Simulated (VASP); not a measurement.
# RbZn15O16 (a cell with a defect) (zincite) in VASP: single point with PBE

Aim: the single point of RbZn15O16 (a cell with a defect) (zincite) with PBE.

Everything below comes from runs of VASP 6.6.1. Logs are shortened: lines on timing, memory, paths and dates and some standing lists are left out, and cuts for length are marked.

## (1) The cell of the first run

The cell holds a defect, 32 atoms: a = 6.499 Å, b = 6.499 Å, c = 10.411 Å, α = 90.00°, β = 90.00°, γ = 120.00°.

## (2) Single point, PBE

Contents of INCAR:

```
  ALGO = Normal
  EDIFF = 1E-6
  ENCUT = 520
  GGA = PE
  ISIF = 2
  ISMEAR = -1
  LASPH = T
  LCHARG = F
  LREAL = Auto
  LWAVE = F
  NBANDS = 164
  NELECT = 286.0
  NELM = 100
  PREC = Accurate
  SIGMA = 0.01
```

Contents of KPOINTS:

```
k-points
0
Gamma
  3 3 2
```

Contents of POSCAR:

```
RbZn15O16
1.0
    6.4986160000      0.0000000000      0.0000000000
   -3.2493080000      5.6279665454      0.0000000000
    0.0000000000      0.0000000000     10.4114180000
Rb Zn O
1 15 16
Direct
    0.1666666667      0.3333333333      0.2855203956
    0.1666666667      0.3333333333      0.7319600313
    0.1773765978      0.8386882989      0.2393099475
    0.1550402899      0.8275201449      0.7518090275
    0.6613117011      0.3226234022      0.2393099475
    0.6724798551      0.3449597101      0.7518090275
    0.6613117011      0.8386882989      0.2393099475
    0.6724798551      0.8275201449      0.7518090275
    0.3320712450      0.1679287550     -0.0124457043
    0.3410023236      0.1589976764      0.5120585307
    0.3320712450      0.6641424899     -0.0124457043
    0.3410023236      0.6820046473      0.5120585307
    0.8358575101      0.1679287550     -0.0124457043
    0.8179953527      0.1589976764      0.5120585307
    0.8333333333      0.6666666667      0.0083287660
    0.8333333333      0.6666666667      0.4861404978
    0.3501298580      0.1498701420      0.1689292764
    0.3420835974      0.1579164026      0.7001666439
    0.3501298580      0.7002597159      0.1689292764
    0.3420835974      0.6841671948      0.7001666439
    0.7997402841      0.1498701420      0.1689292764
    0.8158328052      0.1579164026      0.7001666439
    0.8333333333      0.6666666667      0.1988209781
    0.8333333333      0.6666666667      0.6769192063
    0.1666666667      0.3333333333      0.5227775655
    0.1666666667      0.3333333333      0.9251004112
    0.1724765309      0.8362382654      0.4350612283
    0.1552001619      0.8276000810      0.9372817660
    0.6637617346      0.3275234691      0.4350612283
    0.6723999190      0.3447998381      0.9372817660
    0.6637617346      0.8362382654      0.4350612283
    0.6723999190      0.8276000810      0.9372817660
```

Potentials or basis: VASP PAW PBE potentials, release 64 (Rb_sv, Zn, O).

Run with:

```sh
$ cat potpaw_PBE.64/Rb_sv/POTCAR potpaw_PBE.64/Zn/POTCAR potpaw_PBE.64/O/POTCAR > POTCAR
$ mpirun -np 1 vasp_std > vasp.out
```

OUTCAR:

```text
EDIFF = 1E-6
   ENCUT = 520
   GGA = PE
   ISIF = 2
   ISMEAR = -1
   LASPH = T
   LREAL = Auto
   NELECT = 286.0
   NELM = 100
   PREC = Accurate

 ion  position               nearest neighbor table
   1  0.167  0.333  0.286-  19 2.40  17 2.40  21 2.40  25 2.47  10 3.07  12 3.07  14 3.07   3 3.29
                             5 3.29   7 3.29   7 3.29   3 3.29   5 3.29  31 3.60  27 3.60  27 3.60
   2  0.167  0.333  0.732-  18 2.00  20 2.00  22 2.00  26 2.01  25 2.18  10 3.02  12 3.02  14 3.02

   3  0.177  0.839  0.239-  17 1.90  19 1.90  23 1.98  27 2.04   1 3.29   1 3.29
   4  0.155  0.828  0.752-  28 1.93  20 1.94  18 1.94  24 1.97
   5  0.661  0.323  0.239-  17 1.90  21 1.90  23 1.98  29 2.04   1 3.29   1 3.29
   6  0.672  0.345  0.752-  30 1.93  22 1.94  18 1.94  24 1.97
   7  0.661  0.839  0.239-  21 1.90  19 1.90  23 1.98  31 2.04   1 3.29   1 3.29
   8  0.672  0.828  0.752-  32 1.93  22 1.94  20 1.94  24 1.97
   9  0.332  0.168  0.988-  17 1.90  26 1.97  28 1.99  30 1.99   1 3.62
  10  0.341  0.159  0.512-  18 1.96  25 1.97  27 1.99  29 1.99   2 3.02   1 3.07
  11  0.332  0.664  0.988-  19 1.90  26 1.97  32 1.99  28 1.99   1 3.62
  12  0.341  0.682  0.512-  20 1.96  25 1.97  27 1.99  31 1.99   2 3.02   1 3.07
  13  0.836  0.168  0.988-  21 1.90  26 1.97  32 1.99  30 1.99   1 3.62
  14  0.818  0.159  0.512-  22 1.96  25 1.97  29 1.99  31 1.99   2 3.02   1 3.07
  15  0.833  0.667  0.008-  30 1.96  32 1.96  28 1.96  23 1.98
  16  0.833  0.667  0.486-  31 1.98  29 1.98  27 1.98  24 1.99   1 4.29   1 4.29   1 4.29
  17  0.350  0.150  0.169-   9 1.90   3 1.90   5 1.90   1 2.40
  18  0.342  0.158  0.700-   4 1.94   6 1.94  10 1.96   2 2.00
  19  0.350  0.700  0.169-  11 1.90   7 1.90   3 1.90   1 2.40
  20  0.342  0.684  0.700-   4 1.94   8 1.94  12 1.96   2 2.00
  21  0.800  0.150  0.169-  13 1.90   7 1.90   5 1.90   1 2.40
  22  0.816  0.158  0.700-   6 1.94   8 1.94  14 1.96   2 2.00
  23  0.833  0.667  0.199-   7 1.98   5 1.98   3 1.98  15 1.98   1 3.86   1 3.86   1 3.86
  24  0.833  0.667  0.677-   8 1.97   6 1.97   4 1.97  16 1.99
  25  0.167  0.333  0.523-  10 1.97  12 1.97  14 1.97   2 2.18   1 2.47
  26  0.167  0.333  0.925-  11 1.97   9 1.97  13 1.97   2 2.01   1 3.75
  27  0.172  0.836  0.435-  16 1.98  12 1.99  10 1.99   3 2.04   1 3.60   1 3.60
  28  0.155  0.828  0.937-   4 1.93  15 1.96   9 1.99  11 1.99
  29  0.664  0.328  0.435-  16 1.98  14 1.99  10 1.99   5 2.04   1 3.60   1 3.60
  30  0.672  0.345  0.937-   6 1.93  15 1.96   9 1.99  13 1.99
  31  0.664  0.836  0.435-  16 1.98  14 1.99  12 1.99   7 2.04   1 3.60   1 3.60
  32  0.672  0.828  0.937-   8 1.93  15 1.96  13 1.99  11 1.99

  LATTYP: Found a hexagonal cell.
 ALAT       =     6.4986160000
 C/A-ratio  =     1.6020977390

  Lattice vectors:

 A1 = (   6.4986160000,   0.0000000000,   0.0000000000)
 A2 = (  -3.2493080000,   5.6279665454,   0.0000000000)
 A3 = (   0.0000000000,   0.0000000000,  10.4114180000)

Analysis of symmetry for initial positions (statically):
=====================================================================
 Subroutine PRICEL returns:
 Original cell was already a primitive cell.

 Routine SETGRP: Setting up the symmetry group for a
 hexagonal supercell.

 Subroutine GETGRP returns: Found  6 space group operations
 (whereof  2 operations were pure point group operations)
 out of a pool of 24 trial point group operations.

The static configuration has the point symmetry C_1h.
 The point group associated with its full space group is C_3v.

Analysis of symmetry for dynamics (positions and initial velocities):
=====================================================================
 Subroutine PRICEL returns:
 Original cell was already a primitive cell.

 Routine SETGRP: Setting up the symmetry group for a
 hexagonal supercell.

 Subroutine GETGRP returns: Found  6 space group operations
 (whereof  2 operations were pure point group operations)
 out of a pool of 24 trial point group operations.

The dynamic configuration has the point symmetry C_1h.
 The point group associated with its full space group is C_3v.

 Subroutine INISYM returns: Found  6 space group operations
 (whereof  2 operations are pure point group operations),
 and found     1 'primitive' translations

----------------------------------------------------------------------------------------

                                     Primitive cell

  volume of cell :     380.7871

  direct lattice vectors                    reciprocal lattice vectors
     6.498616000  0.000000000  0.000000000     0.153878918  0.088842035  0.000000000
    -3.249308000  5.627966545  0.000000000     0.000000000  0.177684070  0.000000000
     0.000000000  0.000000000 10.411418000     0.000000000  0.000000000  0.096048396

  length of vectors
     6.498616000  6.498616000 10.411418000     0.177684070  0.177684070  0.096048396

  position of ions in fractional coordinates (direct lattice)
     0.166666667  0.333333333  0.285520396
     0.166666667  0.333333333  0.731960031
     0.177376598  0.838688299  0.239309947
     0.155040290  0.827520145  0.751809028
     0.661311701  0.322623402  0.239309947
     0.672479855  0.344959710  0.751809028
[... 24 lines left out ...]
     0.663761735  0.836238265  0.435061228
     0.672399919  0.827600081  0.937281766

  ion indices of the primitive-cell ions
   primitive index   ion index
                 1           1
                 2           2
                 3           3
                 4           4
                 5           5
                 6           6
[... 24 lines left out ...]
                31          31
                32          32

----------------------------------------------------------------------------------------

 KPOINTS: k-points

Automatic generation of k-mesh.
 Grid dimensions read from file:
 generate k-points for:    3    3    2

 Generating k-lattice:

  Cartesian coordinates                     Fractional coordinates (reciprocal lattice)
     0.051292973  0.029614012  0.000000000     0.333333333  0.000000000  0.000000000
     0.000000000  0.059228023  0.000000000     0.000000000  0.333333333  0.000000000
     0.000000000  0.000000000  0.048024198     0.000000000  0.000000000  0.500000000

  Length of vectors
     0.059228023  0.059228023  0.048024198

  Shift w.r.t. Gamma in fractional coordinates (k-lattice)
     0.000000000  0.000000000  0.000000000

 Subroutine IBZKPT returns following result:
 ===========================================

 Found      6 irreducible k-points:

 Following reciprocal coordinates:
            Coordinates               Weight
  0.000000  0.000000  0.000000      1.000000
  0.333333 -0.000000  0.000000      6.000000
  0.333333  0.333333  0.000000      2.000000
  0.000000  0.000000  0.500000      1.000000
  0.333333 -0.000000  0.500000      6.000000
  0.333333  0.333333  0.500000      2.000000
   k-points           NKPTS =      6   k-points in BZ     NKDIM =      6   number of bands    NBANDS=    164
   number of dos      NEDOS =    301   number of ions     NIONS =     32
   total plane-waves  NPLWV = 184320
   dimension x,y,z NGX =    48 NGY =   48 NGZ =   80
   dimension x,y,z NGXF=    96 NGYF=   96 NGZF=  160
   ions per type =               1  15  16
   NGX,Y,Z   is equivalent  to a cutoff of  12.28, 12.28, 12.77 a.u.
   NGXF,Y,Z  is equivalent  to a cutoff of  24.56, 24.56, 25.55 a.u.
 SYSTEM =  unknown system
   PREC   = accura    normal or accurate (medium, high low for compatibility)
   ISTART =      0    job   : 0-new  1-cont  2-samecut
   ICHARG =      2    charge: 1-file 2-atom 10-const
   ISPIN  =      1    spin polarized calculation?
   LNONCOLLINEAR =      F non collinear calculations
   LSORBIT =      F    spin-orbit coupling
   LASPH  =      T    aspherical Exc in radial PAW
   ENCUT  =  520.0 eV  38.22 Ry    6.18 a.u.  12.08 12.08 19.36*2*pi/ulx,y,z
   NELM   =    100;   NELMIN=  2; NELMDL= -5     # of ELM steps
   EDIFF  = 0.1E-05   stopping-criterion for ELM
   LREAL  =      T    real-space projection
   EDIFFG = 0.1E-04   stopping-criterion for IOM
   NSW    =      0    number of steps for IOM
   IBRION =     -1    ionic relax: 0-MD 1-quasi-New 2-CG
   NFREE  =      0    steps in history (QN), initial steepest desc. (CG)
   ISIF   =      2    stress and relaxation
   ISYM   =      2    0-nonsym 1-usesym 2-fastsym
   POTIM  = 0.5000    time-step for ionic-motion
   TEBEG  =    0.0;   TEEND  =   0.0 temperature during run
   PSTRESS=    0.0 pullay stress
   NELECT =     286.0000    total number of electrons
   NUPDOWN=      -1.0000    fix difference up-down
   EMIN   =  10.00;   EMAX   =-10.00  energy-range for DOS
   EFERMI =   0.00;   METHOD = LEGACY
   ISMEAR =    -1;   SIGMA  =   0.01  broadening in eV -4-tet -1-fermi 0-gaus
   EFERMI_NEDOS =   21; number of points for ismear=-14 and -15
   IALGO  =     38    algorithm
   IMIX   =      4    mixing-type and parameters
     AMIX     =   0.40;   BMIX     =  1.00
     AMIX_MAG =   1.60;   BMIX_MAG =  1.00
  volume/ion in A,a.u.               =      11.90        80.30
  Fermi-wavevector in a.u.,A,eV,Ry     =   1.488114  2.812127 30.129858  2.214482
  Thomas-Fermi vector in A             =   2.601189
   LORBIT       =      0    0 simple, 1 ext, 2 COOP (PROOUT), +10 PAW based schemes
   GGA     = PE    functional components
   LHFCALC =     F    Hartree Fock is set to
   AEXX    =    0.0000 exact exchange contribution
   IVDW    =     0    specifies the selected vdW correction
   LEPSILON=     F    determine dielectric tensor
   LRPA    =     F    only Hartree local field effects (RPA)
 non-spin polarized calculation
  energy-cutoff  :      520.00
  volume of cell :      380.79
 maximum number of plane-waves:     10266
   NGX = 25   NGY = 25   NGZ = 39

 number of electron     286.0000007 magnetization

 Free energy of the ion-electron system (eV)
  ---------------------------------------------------
  ext. energy  EPLUGINS =         0.00000000
  ---------------------------------------------------
  free energy    TOTEN  =      -136.68622545 eV

  energy without entropy =     -136.68622545  energy(sigma->0) =     -136.68622545

 E-fermi :   1.9510     XC(G=0): -10.9897

 val. band max:        1.6847763302   @ k =   0.3333   0.3333   0.0000
 cond. band min:       2.3457373306   @ k =   0.0000   0.0000   0.0000
 fundamental gap:      0.6609610004
 Fermi energy:         1.9509745569

 k-point     1 :       0.0000    0.0000    0.0000
  band No.  band energies     occupation
      1     -22.8478      2.00000
      2     -16.8898      2.00000
      3     -16.5178      2.00000
      4     -16.3722      2.00000
      5     -16.2819      2.00000
      6     -16.2574      2.00000
[... 147 lines left out ...]
    154       7.6549      0.00000
    155       7.6549      0.00000

 k-point     2 :       0.3333   -0.0000    0.0000
  band No.  band energies     occupation
      1     -22.8464      2.00000
      2     -16.7532      2.00000
      3     -16.4591      2.00000
      4     -16.4133      2.00000
      5     -16.2947      2.00000
      6     -16.2745      2.00000
[... 779 lines left out ...]
    154       8.0028      0.00000
    155       8.1765      0.00000
 [bands above 155 left out]

------------------------ aborting loop because EDIFF is reached ----------------------------------------

  FORCE on cell =-STRESS in cart. coord.  units (eV):
  Direction    XX          YY          ZZ          XY          YZ          ZX
  --------------------------------------------------------------------------------------
  -------------------------------------------------------------------------------------
  Total       33.6858861     33.6858861     39.4875094     -0.0000000     -0.0000000     -0.0000000
  in kB      141.7347340    141.7347340    166.1452998     -0.0000000     -0.0000000     -0.0000000
  external PRESSURE =     149.8715892 kB  Pullay stress =       0.0000000 kB

 VOLUME and BASIS-vectors are now :
 -----------------------------------------------------------------------------
  energy-cutoff  :      520.00
  volume of cell :      380.79
      direct lattice vectors                 reciprocal lattice vectors
     6.498616000  0.000000000  0.000000000     0.153878918  0.088842035  0.000000000
    -3.249308000  5.627966545  0.000000000     0.000000000  0.177684070  0.000000000
     0.000000000  0.000000000 10.411418000     0.000000000  0.000000000  0.096048396

 POSITION                                       TOTAL-FORCE (eV/Angst)
 -----------------------------------------------------------------------------------
      0.00000      1.87599      2.97267        -0.000000      0.000000     -0.001277
      0.00000      1.87599      7.62074        -0.000000      0.000000      0.010884
     -1.57245      4.72011      2.49156        -0.024160     -0.013949      0.035128
     -1.68132      4.65726      7.82740        -0.014379     -0.008302     -0.005535
      3.24931      1.81571      2.49156        -0.000000      0.027898      0.035128
      3.24931      1.94142      7.82740         0.000000      0.016603     -0.005535
[... 24 lines left out ...]
      1.59634      4.70632      4.52960         0.000009     -0.000005     -0.021627
      1.68054      4.65771      9.75843        -0.004862      0.002807      0.015998
 -----------------------------------------------------------------------------------
    total drift:                               -0.000009      0.000005      0.017061

  FREE ENERGIE OF THE ION-ELECTRON SYSTEM (eV)
  ---------------------------------------------------
  free  energy   TOTEN  =      -136.6862254490 eV

  energy  without entropy=     -136.6862254490  energy(sigma->0) =     -136.68622545
```

Wall time 20 min (1 thread of Intel Xeon Platinum 8259CL at 2.50GHz (Skylake/Cascade Lake), shared host); peak memory 0.59 GiB.

Results:

* Free energy: -136.6862 eV
* Largest force: 0.045 eV/Å

Forces in eV/Å, atoms in the order of the input:
```
Rb   0.000  0.000 -0.001
Zn   0.000  0.000  0.011
Zn  -0.024 -0.014  0.035
Zn  -0.014 -0.008 -0.006
Zn   0.000  0.028  0.035
Zn   0.000  0.017 -0.006
Zn   0.024 -0.014  0.035
Zn   0.014 -0.008 -0.006
Zn  -0.003  0.002 -0.024
Zn   0.019 -0.011 -0.033
Zn   0.000 -0.003 -0.024
Zn   0.000  0.022 -0.033
Zn   0.003  0.002 -0.024
Zn  -0.019 -0.011 -0.033
Zn   0.000  0.000  0.027
Zn   0.000  0.000 -0.010
O   -0.033  0.019  0.000
O   -0.009  0.005  0.018
O    0.000 -0.039  0.000
O    0.000 -0.011  0.018
O    0.033  0.019  0.000
O    0.009  0.005  0.018
O    0.000  0.000  0.029
O    0.000  0.000 -0.020
O    0.000  0.000  0.026
O    0.000  0.000 -0.014
O    0.000  0.000 -0.022
O    0.005  0.003  0.016
O    0.000  0.000 -0.022
O    0.000 -0.006  0.016
O    0.000  0.000 -0.022
O   -0.005  0.003  0.016
```

Levels at points of the mesh, in eV from the Fermi level:
```csv
k point,band 139,band 140,band 141,band 142,band 143,band 144,band 145,band 146,band 147,band 148
"(0.00, 0.00, 0.00)",-0.74,-0.74,-0.65,-0.27,-0.27,0.39,2.89,3.21,4.59,4.59
"(0.00, 0.00, 0.50)",-0.93,-0.70,-0.70,-0.28,-0.28,1.34,1.68,4.13,4.36,4.49
```

Caveat: the cell carries a net charge on a neutralising background, which shifts energy and pressure; the cell is charged against a uniform background, so pressure and absolute levels hang on convention.
